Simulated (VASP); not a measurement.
# Si8HO16 (a cell with a defect) in VASP: single point with PBE+D3(BJ)

Aim: the single point of Si8HO16 (a cell with a defect) with PBE+D3(BJ).

All numbers are computed with VASP 6.6.1; they aren't measurements. Logs are shortened: lines on timing, memory, paths and dates and some standing lists are left out, and cuts for length are marked.

**1. The cell of the first run**

The cell holds a defect, 25 atoms: a = 5.833 Å, b = 5.833 Å, c = 5.295 Å, α = 90.00°, β = 90.00°, γ = 90.00°.

**2. Single point, PBE+D3(BJ), collinear spin**

INCAR reads:

```
SYSTEM = Si8HO16
ALGO = Normal
EDIFF = 1E-6
ENCUT = 520
GGA = PE
ISIF = 2
ISMEAR = -1
ISPIN = 2
IVDW = 12
LASPH = .TRUE.
LCHARG = .FALSE.
LORBIT = 11
LREAL = Auto
LWAVE = .FALSE.
MAGMOM = 0 0 0 0 0 0 0 0 0 0 0 0 0 0 0 0 0 0 0 0 0 0 0 0 1
NBANDS = 86
NELM = 150
PREC = Accurate
SIGMA = 0.05
```

KPOINTS reads:

```
k-points
0
G
  2 2 2
  0 0 0
```

POSCAR reads:

```
Si8HO16
1.0
   -4.1246000000     -4.1246000000      0.0000000000
    4.1246000000     -4.1246000000      0.0000000000
    0.0000000000      0.0000000000      5.2948000000
Si O H
8 16 1
Direct
    0.4951909809      0.4946823372      0.0002721078
   -0.0028166599      0.4941361032      0.2494193040
    0.4951881391      0.4946860306      0.4985713959
   -0.0001563552      0.4952177741      0.7494182417
    0.0063064093     -0.0030315037      0.0002723091
    0.5043256104     -0.0024978595      0.2494266740
    0.0063132520     -0.0030335140      0.4985695930
    0.5016391320     -0.0035475038      0.7494258824
    0.1925428047      0.4874874216      0.0025867258
   -0.0023614654      0.1901607237      0.2494199703
    0.8022662680      0.4960449460      0.0001040853
    0.0048470306      0.7992552162      0.2494242603
    0.1925412813      0.4874795344      0.4962534450
   -0.0009366230      0.1911326275      0.7494261934
    0.8022703746      0.4960468952      0.4987430855
    0.0351163982      0.8027727521      0.7494203118
    0.6992443057     -0.0044150389      0.0001010042
    0.4966960776      0.6923837430      0.2494269759
    0.3089686337      0.0041453146      0.0026012725
    0.5038744093      0.3014783032      0.2494243235
    0.6992424596     -0.0044168066      0.4987547645
    0.4664145124      0.6888832290      0.7494202726
    0.3089696968      0.0041557582      0.4962491370
    0.5024723998      0.3005160199      0.7494262136
    0.7507746275      0.7457794968      0.7494282508
```

Potentials or basis: VASP PAW PBE potentials, release 64 (Si, O, H).

The run is started by

```console
$ cat potpaw_PBE.64/Si/POTCAR potpaw_PBE.64/O/POTCAR potpaw_PBE.64/H/POTCAR > POTCAR
$ mpirun -np 1 vasp_std > vasp.out
```

OUTCAR:

```text
SYSTEM = Si8HO16
   EDIFF = 1E-6
   ENCUT = 520
   GGA = PE
   ISIF = 2
   ISMEAR = -1
   ISPIN = 2
   IVDW = 12
   LASPH = .TRUE.
   LORBIT = 11
   LREAL = Auto
   NELM = 150
   PREC = Accurate
 IVDW          = 12

 ion  position               nearest neighbor table
   1  0.495  0.495  0.000-  20 1.74  24 1.75  18 1.75  22 1.75   9 1.77  11 1.79   3 2.64   3 2.66

   2  0.997  0.494  0.249-   9 1.73  13 1.73  11 1.74  15 1.74  10 1.77  12 1.78   4 2.65   4 2.65

   3  0.495  0.495  0.499-  20 1.74  24 1.75  18 1.75  22 1.75  13 1.77  15 1.79   1 2.64   1 2.66
[... 12 lines left out ...]
  10  0.998  0.190  0.249-   5 1.74   7 1.74   2 1.77
  11  0.802  0.496  0.000-   2 1.74   4 1.76   1 1.79
  12  0.005  0.799  0.249-   7 1.75   5 1.75   2 1.78
  13  0.193  0.487  0.496-   2 1.73   4 1.75   3 1.77
  14  0.999  0.191  0.749-   5 1.75   7 1.75   4 1.77
[... 8 lines left out ...]
  23  0.309  0.004  0.496-   6 1.73   8 1.75   7 1.77
  24  0.502  0.301  0.749-   1 1.75   3 1.75   8 1.77
  25  0.751  0.746  0.749-

  LATTYP: Found a simple tetragonal cell.
 ALAT       =     5.8330652594
 C/A-ratio  =     0.9077217148

  Lattice vectors:

 A1 = (  -4.1246000000,  -4.1246000000,   0.0000000000)
 A2 = (   4.1246000000,  -4.1246000000,   0.0000000000)
 A3 = (   0.0000000000,   0.0000000000,   5.2948000000)

Analysis of symmetry for initial positions (statically):
=====================================================================
 Subroutine PRICEL returns:
 Original cell was already a primitive cell.

 Routine SETGRP: Setting up the symmetry group for a
 simple tetragonal supercell.

 Subroutine GETGRP returns: Found  1 space group operations
 (whereof  1 operations were pure point group operations)
 out of a pool of 16 trial point group operations.

The static configuration has the point symmetry C_1 .

Analysis of symmetry for dynamics (positions and initial velocities):
=====================================================================
 Subroutine PRICEL returns:
 Original cell was already a primitive cell.

 Routine SETGRP: Setting up the symmetry group for a
 simple tetragonal supercell.

 Subroutine GETGRP returns: Found  1 space group operations
 (whereof  1 operations were pure point group operations)
 out of a pool of 16 trial point group operations.

The dynamic configuration has the point symmetry C_1 .

Analysis of structural, dynamic, and magnetic symmetry:
=====================================================================
 Subroutine PRICEL returns:
 Original cell was already a primitive cell.

 Routine SETGRP: Setting up the symmetry group for a
 simple tetragonal supercell.

 Subroutine GETGRP returns: Found  1 space group operations
 (whereof  1 operations were pure point group operations)
 out of a pool of 16 trial point group operations.

The overall configuration has the point symmetry C_1 .

 Subroutine INISYM returns: Found  1 space group operations
 (whereof  1 operations are pure point group operations),
 and found     1 'primitive' translations

----------------------------------------------------------------------------------------

                                     Primitive cell

  volume of cell :     180.1537

  direct lattice vectors                    reciprocal lattice vectors
    -4.124600000 -4.124600000  0.000000000    -0.121223876 -0.121223876  0.000000000
     4.124600000 -4.124600000  0.000000000     0.121223876 -0.121223876  0.000000000
     0.000000000  0.000000000  5.294800000     0.000000000  0.000000000  0.188864546

  length of vectors
     5.833065259  5.833065259  5.294800000     0.171436450  0.171436450  0.188864546

  position of ions in fractional coordinates (direct lattice)
     0.495190981  0.494682337  0.000272108
     0.997183340  0.494136103  0.249419304
     0.495188139  0.494686031  0.498571396
     0.999843645  0.495217774  0.749418242
     0.006306409  0.996968496  0.000272309
     0.504325610  0.997502141  0.249426674
[... 17 lines left out ...]
     0.502472400  0.300516020  0.749426214
     0.750774628  0.745779497  0.749428251

  ion indices of the primitive-cell ions
   primitive index   ion index
                 1           1
                 2           2
                 3           3
                 4           4
                 5           5
                 6           6
[... 17 lines left out ...]
                24          24
                25          25

----------------------------------------------------------------------------------------

 KPOINTS: k-points

Automatic generation of k-mesh.
 Grid dimensions read from file:
 generate k-points for:    2    2    2

 Generating k-lattice:

  Cartesian coordinates                     Fractional coordinates (reciprocal lattice)
    -0.060611938 -0.060611938  0.000000000     0.500000000  0.000000000  0.000000000
     0.060611938 -0.060611938  0.000000000     0.000000000  0.500000000  0.000000000
     0.000000000  0.000000000  0.094432273     0.000000000  0.000000000  0.500000000

  Length of vectors
     0.085718225  0.085718225  0.094432273

  Shift w.r.t. Gamma in fractional coordinates (k-lattice)
     0.000000000  0.000000000  0.000000000

 Subroutine IBZKPT returns following result:
 ===========================================

 Found      8 irreducible k-points:

 Following reciprocal coordinates:
            Coordinates               Weight
  0.000000  0.000000  0.000000      1.000000
  0.500000  0.000000  0.000000      1.000000
  0.000000  0.500000  0.000000      1.000000
  0.500000  0.500000  0.000000      1.000000
  0.000000  0.000000  0.500000      1.000000
  0.500000  0.000000  0.500000      1.000000
  0.000000  0.500000  0.500000      1.000000
  0.500000  0.500000  0.500000      1.000000
   k-points           NKPTS =      8   k-points in BZ     NKDIM =      8   number of bands    NBANDS=     86
   number of dos      NEDOS =    301   number of ions     NIONS =     25
   total plane-waves  NPLWV =  92160
   dimension x,y,z NGX =    48 NGY =   48 NGZ =   40
   dimension x,y,z NGXF=    96 NGYF=   96 NGZF=   80
   ions per type =               8  16   1
   NGX,Y,Z   is equivalent  to a cutoff of  13.68, 13.68, 12.56 a.u.
   NGXF,Y,Z  is equivalent  to a cutoff of  27.36, 27.36, 25.12 a.u.
 SYSTEM =  Si8HO16
   PREC   = accura    normal or accurate (medium, high low for compatibility)
   ISTART =      0    job   : 0-new  1-cont  2-samecut
   ICHARG =      2    charge: 1-file 2-atom 10-const
   ISPIN  =      2    spin polarized calculation?
   LNONCOLLINEAR =      F non collinear calculations
   LSORBIT =      F    spin-orbit coupling
   LASPH  =      T    aspherical Exc in radial PAW
   ENCUT  =  520.0 eV  38.22 Ry    6.18 a.u.  10.85 10.85  9.84*2*pi/ulx,y,z
   NELM   =    150;   NELMIN=  2; NELMDL= -5     # of ELM steps
   EDIFF  = 0.1E-05   stopping-criterion for ELM
   LREAL  =      T    real-space projection
   EDIFFG = 0.1E-04   stopping-criterion for IOM
   NSW    =      0    number of steps for IOM
   IBRION =     -1    ionic relax: 0-MD 1-quasi-New 2-CG
   NFREE  =      0    steps in history (QN), initial steepest desc. (CG)
   ISIF   =      2    stress and relaxation
   ISYM   =      2    0-nonsym 1-usesym 2-fastsym
   POTIM  = 0.5000    time-step for ionic-motion
   TEBEG  =    0.0;   TEEND  =   0.0 temperature during run
   PSTRESS=    0.0 pullay stress
   NELECT =     129.0000    total number of electrons
   NUPDOWN=      -1.0000    fix difference up-down
   EMIN   =  10.00;   EMAX   =-10.00  energy-range for DOS
   EFERMI =   0.00;   METHOD = LEGACY
   ISMEAR =    -1;   SIGMA  =   0.05  broadening in eV -4-tet -1-fermi 0-gaus
   EFERMI_NEDOS =   21; number of points for ismear=-14 and -15
   IALGO  =     38    algorithm
   IMIX   =      4    mixing-type and parameters
     AMIX     =   0.40;   BMIX     =  1.00
     AMIX_MAG =   1.60;   BMIX_MAG =  1.00
  volume/ion in A,a.u.               =       7.21        48.63
  Fermi-wavevector in a.u.,A,eV,Ry     =   1.464616  2.767722 29.185842  2.145099
  Thomas-Fermi vector in A             =   2.580570
   LORBIT       =     11    0 simple, 1 ext, 2 COOP (PROOUT), +10 PAW based schemes
   GGA     = PE    functional components
   LHFCALC =     F    Hartree Fock is set to
   AEXX    =    0.0000 exact exchange contribution
   IVDW    =    12    specifies the selected vdW correction
   LEPSILON=     F    determine dielectric tensor
   LRPA    =     F    only Hartree local field effects (RPA)
 spin polarized calculation
  energy-cutoff  :      520.00
  volume of cell :      180.15
 maximum number of plane-waves:      4880
 NGX is ok and might be reduce to    48
   NGX = 21   NGY = 21   NGZ = 19

 number of electron     128.9999991 magnetization       0.9999999

 Free energy of the ion-electron system (eV)
  ---------------------------------------------------
  ext. energy  EPLUGINS =         0.00000000
  ---------------------------------------------------
  free energy    TOTEN  =      -182.54214734 eV

  energy without entropy =     -182.54214730  energy(sigma->0) =     -182.54214732

 E-fermi :  13.4733     XC(G=0): -12.5322

 val. band max:       12.6939642371   @ k =   0.5000   0.5000   0.5000
 cond. band min:      14.2455026259   @ k =   0.0000   0.0000   0.0000
 fundamental gap:      1.5515383888
 Fermi energy:        13.4732681033

 spin component 1

 k-point     1 :       0.0000    0.0000    0.0000
  band No.  band energies     occupation
      1     -14.1735      1.00000
      2     -12.2844      1.00000
      3     -12.2591      1.00000
      4     -11.4012      1.00000
      5     -11.3260      1.00000
      6     -10.9564      1.00000
[... 621 lines left out ...]
     75      19.4493      0.00000
     76      19.5532      0.00000
 Fermi energy:        13.4732681033

 spin component 2

 k-point     1 :       0.0000    0.0000    0.0000
  band No.  band energies     occupation
      1     -14.1395      1.00000
      2     -12.2586      1.00000
      3     -12.2347      1.00000
      4     -11.3470      1.00000
      5     -11.3070      1.00000
      6     -10.9177      1.00000
[... 621 lines left out ...]
     75      19.4803      0.00000
     76      19.5717      0.00000
 [bands above 76 left out]

------------------------ aborting loop because EDIFF is reached ----------------------------------------

 Edisp (eV)   -6.22065

 E8    (eV) :    -2.1184

  FORCE on cell =-STRESS in cart. coord.  units (eV):
  Direction    XX          YY          ZZ          XY          YZ          ZX
  --------------------------------------------------------------------------------------
  -------------------------------------------------------------------------------------
  Total      20.42830    27.87080    25.30080     1.19138     0.00264     0.00230
  in kB     181.67684   247.86595   225.00985    10.59543     0.02348     0.02042
  external pressure =      218.18 kB  Pullay stress =        0.00 kB

 VOLUME and BASIS-vectors are now :
 -----------------------------------------------------------------------------
  energy-cutoff  :      520.00
  volume of cell :      180.15
      direct lattice vectors                 reciprocal lattice vectors
    -4.124600000 -4.124600000  0.000000000    -0.121223876 -0.121223876  0.000000000
     4.124600000 -4.124600000  0.000000000     0.121223876 -0.121223876  0.000000000
     0.000000000  0.000000000  5.294800000     0.000000000  0.000000000  0.188864546

 POSITION                                       TOTAL-FORCE (eV/Angst)
 -----------------------------------------------------------------------------------
     -0.00210     -4.08283      0.00144         0.005583      0.008088      0.002611
     -2.07487     -6.15110      1.32063        -0.009266     -0.016737      0.000069
     -0.00207     -4.08284      2.63984         0.004559      0.008155     -0.002633
     -2.08138     -6.16653      3.96802        -0.001226      0.003647     -0.000799
      4.08608     -4.13811      0.00144        -0.005361     -0.009910      0.001924
      2.03416     -6.19444      1.32066         0.009529      0.013205     -0.000302
[... 17 lines left out ...]
     -0.83299     -3.31201      3.96806        -0.013371      0.013929     -0.000752
     -0.02060     -6.17269      3.96807         0.001107      0.000270     -0.000032
 -----------------------------------------------------------------------------------
    total drift:                               -0.004833     -0.005934      0.000646

  FREE ENERGIE OF THE ION-ELECTRON SYSTEM (eV)
  ---------------------------------------------------
  free  energy   TOTEN  =      -188.7627990681 eV

  energy  without entropy=     -188.7627990261  energy(sigma->0) =     -188.76279905

 total charge

# of ion       s       p       d       tot
------------------------------------------
    1        0.594   0.908   0.000   1.503
    2        0.596   0.919   0.000   1.515
    3        0.594   0.908   0.000   1.503
    4        0.590   0.894   0.000   1.485
    5        0.594   0.909   0.000   1.503
    6        0.596   0.919   0.000   1.515
[... 17 lines left out ...]
   24        1.552   3.724   0.000   5.277
   25        0.517   0.019   0.000   0.536
--------------------------------------------------
tot         30.134  66.767   0.000  96.901

 magnetization (x)

# of ion       s       p       d       tot
------------------------------------------
    1        0.000  -0.000   0.000   0.000
    2        0.002   0.003   0.000   0.004
    3        0.000  -0.000   0.000   0.000
    4       -0.000  -0.002   0.000  -0.002
    5        0.000  -0.000   0.000   0.000
    6        0.002   0.002   0.000   0.004
[... 17 lines left out ...]
   24       -0.000  -0.000   0.000  -0.000
   25        0.370   0.003   0.000   0.372
--------------------------------------------------
tot          0.406   0.244   0.000   0.650
```

Wall time 5 min (1 thread of Intel Xeon Platinum 8488C (Sapphire Rapids), shared host); peak memory 0.44 GiB.

What came out:

```
Free energy                                           : -188.7628 eV
Pressure                                              : 21.8 GPa
Largest force                                         : 0.031 eV/Å
Band gap on the k mesh                                : 1.55 eV
Net moment                                            : 1.00 μB per cell
Site moments                                          : Si +0.00, -0.00 (each value once); O +0.00, +0.02, -0.00, +0.09 (each value once); H +0.37 μB
Valence electrons inside the program's atomic spheres : Si 1.50, 1.51, 1.49 (each value once); O 5.29, 5.26, 5.27, 5.28, 5.25 (each value once); H 0.54
Dispersion energy per atom                            : -0.249 eV
```

Forces in eV/Å, atoms in the order of the input:
```
Si   0.006  0.008  0.003
Si  -0.009 -0.017  0.000
Si   0.005  0.008 -0.003
Si  -0.001  0.004 -0.001
Si  -0.005 -0.010  0.002
Si   0.010  0.013  0.000
Si  -0.004 -0.009 -0.001
Si   0.003 -0.007 -0.001
O   -0.010 -0.012  0.001
O    0.010 -0.002  0.001
O    0.005  0.011 -0.008
O   -0.011  0.016  0.000
O   -0.009 -0.011 -0.001
O    0.011 -0.010  0.001
O    0.007  0.010  0.008
O   -0.005  0.031  0.000
O   -0.010 -0.005 -0.008
O    0.015 -0.018 -0.001
O    0.014  0.010  0.002
O   -0.014  0.000 -0.001
O   -0.010 -0.005  0.009
O    0.004 -0.029  0.000
O    0.013  0.010  0.000
O   -0.013  0.014 -0.001
H    0.001  0.000  0.000
```

Stress tensor (GPa, compression positive):
```
18.17  1.06  0.00
 1.06 24.79  0.00
 0.00  0.00 22.50
```

Levels at points of the mesh, in eV from the valence-band top:
Spin up:
| k point | band 61 | band 62 | band 63 | band 64 | band 65 | band 66 | band 67 | band 68 | band 69 | band 70 |
| --- | --- | --- | --- | --- | --- | --- | --- | --- | --- | --- |
| (0.00, 0.00, 0.00) | -5.53 | -4.84 | -4.75 | -3.95 | -0.71 | 2.34 | 3.00 | 3.48 | 3.63 | 3.79 |
| (0.50, 0.00, 0.00) | -5.55 | -5.26 | -4.81 | -4.73 | -0.28 | 3.06 | 3.33 | 4.03 | 4.03 | 4.34 |
| (0.00, 0.50, 0.00) | -5.46 | -5.36 | -4.81 | -4.73 | -0.71 | 3.18 | 3.27 | 3.85 | 4.15 | 4.41 |
| (0.50, 0.50, 0.00) | -5.11 | -5.06 | -4.95 | -4.88 | -0.27 | 3.87 | 4.13 | 4.21 | 4.43 | 4.93 |
| (0.00, 0.00, 0.50) | -5.42 | -5.42 | -4.89 | -4.71 | -0.55 | 3.96 | 4.05 | 4.39 | 4.58 | 4.61 |
| (0.50, 0.00, 0.50) | -5.00 | -4.92 | -4.90 | -4.75 | -0.09 | 4.26 | 4.27 | 4.45 | 4.63 | 5.50 |
| (0.00, 0.50, 0.50) | -5.17 | -4.84 | -4.83 | -4.83 | -0.44 | 4.34 | 4.37 | 4.43 | 4.47 | 5.34 |
| (0.50, 0.50, 0.50) | -5.37 | -5.34 | -5.32 | -5.27 | 0.00 | 5.17 | 5.35 | 5.46 | 5.51 | 5.57 |
Spin down:
```tsv
k point	band 60	band 61	band 62	band 63	band 64	band 65	band 66	band 67	band 68	band 69
(0.00, 0.00, 0.00)	-5.51	-5.51	-4.80	-4.71	-3.91	1.55	2.51	3.27	3.52	3.64
(0.50, 0.00, 0.00)	-5.72	-5.49	-5.25	-4.74	-4.71	2.10	3.12	3.42	4.04	4.05
(0.00, 0.50, 0.00)	-5.78	-5.39	-5.35	-4.76	-4.71	1.73	3.20	3.30	3.94	4.23
(0.50, 0.50, 0.00)	-5.62	-5.09	-5.00	-4.92	-4.84	2.14	3.96	4.15	4.23	4.53
(0.00, 0.00, 0.50)	-5.43	-5.41	-5.40	-4.83	-4.69	2.11	3.99	4.07	4.43	4.59
(0.50, 0.00, 0.50)	-5.47	-4.91	-4.89	-4.86	-4.74	2.51	4.31	4.33	4.47	4.64
(0.00, 0.50, 0.50)	-5.56	-5.03	-4.82	-4.82	-4.81	2.24	4.36	4.39	4.48	4.49
(0.50, 0.50, 0.50)	-5.39	-5.32	-5.31	-5.30	-5.25	2.61	5.24	5.42	5.48	5.53
```

Caveat: the k points lie up to 0.59 Å⁻¹ apart.
